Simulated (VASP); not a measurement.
# Nb (Im-3m) in VASP: a series of runs

The runs below take Nb through single point, with PBE.

All numbers are computed with VASP 6.6.1; they aren't measurements. Logs are shortened: lines on timing, memory, paths and dates and some standing lists are left out, and cuts for length are marked.

### 1 The cell of the first run

It takes space group Im-3m (No. 229, cubic). Conventional cell: a = 3.310 Å, b = 3.310 Å, c = 3.310 Å, α = 90.00°, β = 90.00°, γ = 90.00°. Nb (site symmetry m-3m) has 14 Nb at 2.87 to 3.31 Å within 3.8 Å.

### 2 Single point, PBE

INCAR

```
SYSTEM = Nb
ALGO = Normal
EDIFF = 1E-6
ENCUT = 520
GGA = PE
ISIF = 2
ISMEAR = -1
LASPH = .True.
LCHARG = .False.
LREAL = .False.
LWAVE = .False.
NBANDS = 12
NELM = 80
PREC = Accurate
SIGMA = 0.01
```

KPOINTS

```
k-points
0
Gamma
  13 13 13
  0 0 0
```

POSCAR

```
Nb
1.0
   -1.6547957147      1.6547957147      1.6547957147
    1.6547957147     -1.6547957147      1.6547957147
    1.6547957147      1.6547957147     -1.6547957147
Nb
1
Direct
    0.0000000000      0.0000000000      0.0000000000
```

Potentials or basis: VASP PAW PBE potentials, release 64 (Nb_sv).

Started as:

```bash
$ cat potpaw_PBE.64/Nb_sv/POTCAR > POTCAR
$ mpirun -np 1 vasp_std > vasp.out
```

OUTCAR:

```text
SYSTEM = Nb
   EDIFF = 1E-6
   ENCUT = 520
   GGA = PE
   ISIF = 2
   ISMEAR = -1
   LASPH = .True.
   LREAL = .False.
   NELM = 80
   PREC = Accurate

 ion  position               nearest neighbor table
   1  0.000  0.000  0.000-

  LATTYP: Found a body centered cubic cell.
 ALAT       =     3.3095914294

  Lattice vectors:

 A1 = (  -1.6547957147,   1.6547957147,   1.6547957147)
 A2 = (   1.6547957147,  -1.6547957147,   1.6547957147)
 A3 = (   1.6547957147,   1.6547957147,  -1.6547957147)

Analysis of symmetry for initial positions (statically):
=====================================================================
 Subroutine PRICEL returns:
 Original cell was already a primitive cell.

 Routine SETGRP: Setting up the symmetry group for a
 body centered cubic supercell.

 Subroutine GETGRP returns: Found 48 space group operations
 (whereof 48 operations were pure point group operations)
 out of a pool of 48 trial point group operations.

The static configuration has the point symmetry O_h .

Analysis of symmetry for dynamics (positions and initial velocities):
=====================================================================
 Subroutine PRICEL returns:
 Original cell was already a primitive cell.

 Routine SETGRP: Setting up the symmetry group for a
 body centered cubic supercell.

 Subroutine GETGRP returns: Found 48 space group operations
 (whereof 48 operations were pure point group operations)
 out of a pool of 48 trial point group operations.

The dynamic configuration has the point symmetry O_h .

 Subroutine INISYM returns: Found 48 space group operations
 (whereof 48 operations are pure point group operations),
 and found     1 'primitive' translations

----------------------------------------------------------------------------------------

                                     Primitive cell

  volume of cell :      18.1256

  direct lattice vectors                    reciprocal lattice vectors
    -1.654795715  1.654795715  1.654795715     0.000000000  0.302152100  0.302152100
     1.654795715 -1.654795715  1.654795715     0.302152100  0.000000000  0.302152100
     1.654795715  1.654795715 -1.654795715     0.302152100  0.302152100  0.000000000

  length of vectors
     2.866190254  2.866190254  2.866190254     0.427307597  0.427307597  0.427307597

  position of ions in fractional coordinates (direct lattice)
     0.000000000  0.000000000  0.000000000

  ion indices of the primitive-cell ions
   primitive index   ion index
                 1           1

----------------------------------------------------------------------------------------

 KPOINTS: k-points

Automatic generation of k-mesh.
 Grid dimensions read from file:
 generate k-points for:   13   13   13

 Generating k-lattice:

  Cartesian coordinates                     Fractional coordinates (reciprocal lattice)
     0.000000000  0.023242469  0.023242469     0.076923077  0.000000000  0.000000000
     0.023242469  0.000000000  0.023242469     0.000000000  0.076923077  0.000000000
     0.023242469  0.023242469  0.000000000     0.000000000  0.000000000  0.076923077

  Length of vectors
     0.032869815  0.032869815  0.032869815

  Shift w.r.t. Gamma in fractional coordinates (k-lattice)
     0.000000000  0.000000000  0.000000000

 Subroutine IBZKPT returns following result:
 ===========================================

 Found     84 irreducible k-points:

 Following reciprocal coordinates:
            Coordinates               Weight
  0.000000  0.000000  0.000000      1.000000
  0.076923  0.000000  0.000000     12.000000
  0.153846  0.000000  0.000000     12.000000
  0.230769  0.000000  0.000000     12.000000
  0.307692  0.000000  0.000000     12.000000
  0.384615  0.000000  0.000000     12.000000
[... 16 lines left out ...]
  0.153846  0.076923  0.076923     24.000000
  0.230769  0.076923  0.076923     24.000000
 [... further k-points ...]
   k-points           NKPTS =     84   k-points in BZ     NKDIM =     84   number of bands    NBANDS=     12
   number of dos      NEDOS =    301   number of ions     NIONS =      1
   total plane-waves  NPLWV =  13824
   dimension x,y,z NGX =    24 NGY =   24 NGZ =   24
   dimension x,y,z NGXF=    48 NGYF=   48 NGZF=   48
   ions per type =               1
   NGX,Y,Z   is equivalent  to a cutoff of  13.92, 13.92, 13.92 a.u.
   NGXF,Y,Z  is equivalent  to a cutoff of  27.84, 27.84, 27.84 a.u.
 SYSTEM =  Nb
   PREC   = accura    normal or accurate (medium, high low for compatibility)
   ISTART =      0    job   : 0-new  1-cont  2-samecut
   ICHARG =      2    charge: 1-file 2-atom 10-const
   ISPIN  =      1    spin polarized calculation?
   LNONCOLLINEAR =      F non collinear calculations
   LSORBIT =      F    spin-orbit coupling
   LASPH  =      T    aspherical Exc in radial PAW
   ENCUT  =  520.0 eV  38.22 Ry    6.18 a.u.   5.33  5.33  5.33*2*pi/ulx,y,z
   NELM   =     80;   NELMIN=  2; NELMDL= -5     # of ELM steps
   EDIFF  = 0.1E-05   stopping-criterion for ELM
   LREAL  =      F    real-space projection
   EDIFFG = 0.1E-04   stopping-criterion for IOM
   NSW    =      0    number of steps for IOM
   IBRION =     -1    ionic relax: 0-MD 1-quasi-New 2-CG
   NFREE  =      0    steps in history (QN), initial steepest desc. (CG)
   ISIF   =      2    stress and relaxation
   ISYM   =      2    0-nonsym 1-usesym 2-fastsym
   POTIM  = 0.5000    time-step for ionic-motion
   TEBEG  =    0.0;   TEEND  =   0.0 temperature during run
   PSTRESS=    0.0 pullay stress
   NELECT =      13.0000    total number of electrons
   NUPDOWN=      -1.0000    fix difference up-down
   EMIN   =  10.00;   EMAX   =-10.00  energy-range for DOS
   EFERMI =   0.00;   METHOD = LEGACY
   ISMEAR =    -1;   SIGMA  =   0.01  broadening in eV -4-tet -1-fermi 0-gaus
   EFERMI_NEDOS =   21; number of points for ismear=-14 and -15
   IALGO  =     38    algorithm
   IMIX   =      4    mixing-type and parameters
     AMIX     =   0.40;   BMIX     =  1.00
     AMIX_MAG =   1.60;   BMIX_MAG =  1.00
  volume/ion in A,a.u.               =      18.13       122.32
  Fermi-wavevector in a.u.,A,eV,Ry     =   1.465407  2.769217 29.217387  2.147417
  Thomas-Fermi vector in A             =   2.581267
   LORBIT       =      0    0 simple, 1 ext, 2 COOP (PROOUT), +10 PAW based schemes
   GGA     = PE    functional components
   LHFCALC =     F    Hartree Fock is set to
   AEXX    =    0.0000 exact exchange contribution
   IVDW    =     0    specifies the selected vdW correction
   LEPSILON=     F    determine dielectric tensor
   LRPA    =     F    only Hartree local field effects (RPA)
 non-spin polarized calculation
  energy-cutoff  :      520.00
  volume of cell :       18.13
 maximum number of plane-waves:       496
 NGX is ok and might be reduce to    24
   NGX = 11   NGY = 11   NGZ = 11

 number of electron      13.0000000 magnetization

 Free energy of the ion-electron system (eV)
  ---------------------------------------------------
  ext. energy  EPLUGINS =         0.00000000
  ---------------------------------------------------
  free energy    TOTEN  =       -10.22282943 eV

  energy without entropy =      -10.22241977  energy(sigma->0) =      -10.22262460

 E-fermi :  11.1064     XC(G=0): -12.4667

 val. band max:       11.0840776952   @ k =   0.3846   0.2308  -0.0000
 cond. band min:      11.1096715817   @ k =   0.3077   0.1538   0.1538
 fundamental gap:      0.0255938865
 Fermi energy:        11.1063780944

 k-point     1 :       0.0000    0.0000    0.0000
  band No.  band energies     occupation
      1     -43.2786      2.00000
      2     -18.5896      2.00000
      3     -18.5896      2.00000
      4     -18.5896      2.00000
      5       5.1587      2.00000
      6      11.4633      0.00000
      7      11.4633      0.00000
      8      11.4633      0.00000
      9      14.3518      0.00000
     10      14.3518      0.00000
     11      25.2944      0.00000
     12      25.2944      0.00000

 k-point     2 :       0.0769    0.0000    0.0000
  band No.  band energies     occupation
      1     -43.2652      2.00000
      2     -18.6718      2.00000
      3     -18.6146      2.00000
      4     -18.5904      2.00000
      5       5.4000      2.00000
      6      11.3154      0.00000
      7      11.4251      0.00000
      8      11.6945      0.00000
      9      14.1329      0.00000
     10      14.3528      0.00000
     11      25.4880      0.00000
     12      25.7143      0.00000

 k-point     3 :       0.1538    0.0000    0.0000
  band No.  band energies     occupation
      1     -43.2278      2.00000
      2     -18.8949      2.00000
      3     -18.6831      2.00000
      4     -18.5922      2.00000
      5       6.0604      2.00000
      6      10.9347      2.00000
      7      11.2479      0.00000
      8      12.3721      0.00000
      9      13.8024      0.00000
     10      14.3774      0.00000
     11      25.8410      0.00000
     12      26.8970      0.00000

 k-point     4 :       0.2308    0.0000    0.0000
  band No.  band energies     occupation
      1     -43.1747      2.00000
      2     -19.1997      2.00000
      3     -18.7783      2.00000
      4     -18.5949      2.00000
      5       6.9068      2.00000
      6      10.4551      2.00000
      7      11.0048      1.99992
      8      13.4424      0.00000
      9      13.7902      0.00000
     10      14.4668      0.00000
     11      25.6250      0.00000
     12      27.1684      0.00000

 k-point     5 :       0.3077    0.0000    0.0000
  band No.  band energies     occupation
      1     -43.1177      2.00000
      2     -19.5120      2.00000
      3     -18.8775      2.00000
      4     -18.5979      2.00000
      5       7.4699      2.00000
      6      10.0019      2.00000
      7      11.2365      0.00000
      8      14.0538      0.00000
      9      14.6412      0.00000
     10      14.7988      0.00000
     11      24.5899      0.00000
     12      25.9223      0.00000
[... 228 lines left out ...]
      1     -43.0116      2.00000
      2     -19.6076      2.00000
      3     -19.4037      2.00000
      4     -18.7556      2.00000
      5       8.8968      2.00000
      6       9.9562      2.00000
      7      10.5445      2.00000
      8      14.5591      0.00000
      9      15.0238      0.00000
     10      20.9480      0.00000
     11      21.4127      0.00000
     12      23.0539      0.00000

 k-point    22 :       0.0769    0.0769    0.0769
  band No.  band energies     occupation
      1     -43.2059      2.00000
      2     -19.0446      2.00000
      3     -18.6480      2.00000
      4     -18.6480      2.00000
      5       6.4699      2.00000
      6      10.7649      2.00000
      7      10.7649      2.00000
      8      13.1133      0.00000
      9      14.1143      0.00000
     10      14.1143      0.00000
     11      26.2449      0.00000
     12      27.0436      0.00000

 k-point    23 :       0.1538    0.0769    0.0769
  band No.  band energies     occupation
      1     -43.1577      2.00000
      2     -19.2985      2.00000
      3     -18.7504      2.00000
      4     -18.6565      2.00000
      5       7.3199      2.00000
      6      10.2851      2.00000
      7      10.4424      2.00000
      8      14.0111      0.00000
      9      14.3676      0.00000
     10      14.4144      0.00000
     11      26.2393      0.00000
     12      26.9887      0.00000

 k-point    24 :       0.2308    0.0769    0.0769
  band No.  band energies     occupation
      1     -43.1061      2.00000
      2     -19.5408      2.00000
      3     -18.8787      2.00000
      4     -18.6656      2.00000
      5       7.9536      2.00000
      6       9.8787      2.00000
      7      10.5739      2.00000
      8      14.1666      0.00000
      9      14.6818      0.00000
     10      15.8384      0.00000
     11      25.0725      0.00000
     12      25.7468      0.00000

 [... further k-points ...]

------------------------ aborting loop because EDIFF is reached ----------------------------------------

  FORCE on cell =-STRESS in cart. coord.  units (eV):
  Direction    XX          YY          ZZ          XY          YZ          ZX
  --------------------------------------------------------------------------------------
  -------------------------------------------------------------------------------------
  Total       -0.0855147     -0.0855147     -0.0855147      0.0000000      0.0000000      0.0000000
  in kB       -7.5588910     -7.5588910     -7.5588910      0.0000000      0.0000000      0.0000000
  external PRESSURE =      -7.5588910 kB  Pullay stress =       0.0000000 kB

 VOLUME and BASIS-vectors are now :
 -----------------------------------------------------------------------------
  energy-cutoff  :      520.00
  volume of cell :       18.13
      direct lattice vectors                 reciprocal lattice vectors
    -1.654795715  1.654795715  1.654795715     0.000000000  0.302152100  0.302152100
     1.654795715 -1.654795715  1.654795715     0.302152100  0.000000000  0.302152100
     1.654795715  1.654795715 -1.654795715     0.302152100  0.302152100  0.000000000

 POSITION                                       TOTAL-FORCE (eV/Angst)
 -----------------------------------------------------------------------------------
      0.00000      0.00000      0.00000        -0.000000      0.000000     -0.000000
 -----------------------------------------------------------------------------------
    total drift:                                0.000000      0.000000     -0.000000

  FREE ENERGIE OF THE ION-ELECTRON SYSTEM (eV)
  ---------------------------------------------------
  free  energy   TOTEN  =       -10.2228294256 eV

  energy  without entropy=      -10.2224197741  energy(sigma->0) =      -10.22262460
```

Run time: 8.2 s. Hardware: 1 thread of Intel Xeon 6975P-C, shared host; peak memory 0.15 GiB.

What came out:

- Free energy: -10.2228 eV
- Pressure: -0.8 GPa

Levels at points of the mesh, in eV from the Fermi level:
| k point | band 3 | band 4 | band 5 | band 6 | band 7 | band 8 | band 9 | band 10 |
| --- | --- | --- | --- | --- | --- | --- | --- | --- |
| (0.00, 0.00, 0.00) | -29.70 | -29.70 | -5.95 | 0.36 | 0.36 | 0.36 | 3.25 | 3.25 |

### 3 Single point, PBE

INCAR

```
SYSTEM = Nb
PREC = Accurate
ENCUT = 520
EDIFF = 1E-6
ISMEAR = -1
SIGMA = 0.03
LREAL = .FALSE.
LASPH = .TRUE.
NELM = 60
ALGO = Normal
ISIF = 2
LWAVE = .FALSE.
LCHARG = .FALSE.
GGA = PE
NBANDS = 12
```

KPOINTS

```
Automatic mesh
0
G
  13 13 13
  0 0 0
```

POSCAR is that of step 2.

Potentials or basis: VASP PAW PBE potentials, release 64 (Nb_sv).

Started as:

```bash
$ cat potpaw_PBE.64/Nb_sv/POTCAR > POTCAR
$ mpirun -np 1 vasp_std > vasp.out
```

It took 7.1 s on 1 thread of Intel Xeon 6975P-C, shared host; peak memory 0.15 GiB.

It converged, with:

```yaml
Free_energy: -10.2242 eV
Pressure: -0.8 GPa
```

Levels at points of the mesh, in eV from the Fermi level:
| k point | band 3 | band 4 | band 5 | band 6 | band 7 | band 8 | band 9 | band 10 |
| --- | --- | --- | --- | --- | --- | --- | --- | --- |
| (0.00, 0.00, 0.00) | -29.69 | -29.69 | -5.94 | 0.36 | 0.36 | 0.36 | 3.25 | 3.25 |
